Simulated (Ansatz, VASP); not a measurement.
**One calculation of As, two programs**

INCAR

```
SYSTEM = As
PREC = Accurate ; ENCUT = 520
EDIFF = 1E-7 ; ISMEAR = -1
SIGMA = 0.1 ; LREAL = .FALSE.
LASPH = .TRUE. ; NELM = 80
ALGO = Normal ; ISIF = 2
LWAVE = .FALSE. ; LCHARG = .FALSE.
NBANDS = 8
```

KPOINTS

```
regular mesh
0
G
  13 13 13
  0 0 0
```

The input POSCAR:

```
As
1.0
    2.6017565687      0.0000000000      0.0000000000
    0.0000000000      2.6017565687      0.0000000000
    0.0000000000      0.0000000000      2.6017565687
As
1
Direct
    0.0000000000      0.0000000000      0.0000000000
```

Input for Ansatz:

```yaml
crystal:
  lattice:
    - [2.6017565687, 0.0, 0.0]
    - [0.0, 2.6017565687, 0.0]
    - [0.0, 0.0, 2.6017565687]
  atoms:
    - { symbol: As, position: [0.0, 0.0, 0.0] }
hamiltonian:
  xc: lda
  pseudopotentials:
    kind: paw
    azcp:
      As: "pseudopotentials/As.paw.azcp"
basis:
  ecutwfc: 420
  fft_grid_basis: typed
kpoints:
  mp_grid: { grid: [13, 13, 13], shift: [0, 0, 0] }
magnetization:
  spin_polarized: false
scf:
  occupations: { method: fermi_dirac, width: 0.1 }
  lower_state_search: "off"
output:
  stress: true
```

Alike in both runs: task single point; functional LDA; k mesh 13 × 13 × 13; occupations fermi-dirac, width 0.1 eV; no spin polarisation.

|  | VASP | Ansatz |
| --- | --- | --- |
| version | VASP 6.6.1 | Ansatz 0.2.0 |
| potentials or method | VASP PAW LDA potentials, release 64 (As), cutoff 520 eV | plane waves (420 eV) with PAW, scalar-relativistic |
| valence electrons in the cell | 5 | 15 |

Ansatz gave:

| Property | Result |
| --- | --- |
| pressure (GPa) | 9.5 |

Problem. Estimate VASP's values.

Solution. Pressure (GPa): 10.1.

Ansatz warns that its potentials were made for another functional, while VASP's fit it. LDA's correlation is that of Perdew and Zunger in VASP and of Perdew and Wang (1992) in Ansatz. VASP's potentials hold 5 valence electrons a cell and Ansatz's 15, so a difference there can come from the potentials and not from the codes.
